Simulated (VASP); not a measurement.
A run of VASP 6.6.1 is set up as follows.

Contents of INCAR:

```
SYSTEM = Gd
PREC = Accurate
ENCUT = 520
EDIFF = 1E-6
ISMEAR = -1
SIGMA = 0.05
LREAL = .False.
LASPH = .True.
NELM = 150
ALGO = Normal
ISIF = 2
LWAVE = .False.
LCHARG = .True.
ISPIN = 2
MAGMOM = 7
LORBIT = 11
LMAXMIX = 6
GGA = PE
LELF = .True.
LVHAR = .True.
NBANDS = 19
```

File KPOINTS:

```
Automatic mesh
0
Gamma
  17 17 17
  0 0 0
```

POSCAR

```
Gd
1.0
   -1.6021416304      1.6021416304      1.6021416304
    1.6021416304     -1.6021416304      1.6021416304
    1.6021416304      1.6021416304     -1.6021416304
Gd
1
Direct
    0.0000000000      0.0000000000      0.0000000000
```

Potentials or basis: VASP PAW PBE potentials, release 64 (Gd).

Launch:

```bash
$ cat potpaw_PBE.64/Gd/POTCAR > POTCAR
$ mpirun -np 1 vasp_std > vasp.out
```

Question: What does it give for the net moment?

Answer: 7.18 μB per cell.

Question: Estimate the pressure.

Answer: 71.2 GPa.

Question: Predict the site moments.

Answer: Gd +6.83 μB.

Caveat: the cell stands under pressure. The state reached can hang on the start; a lower one may exist.
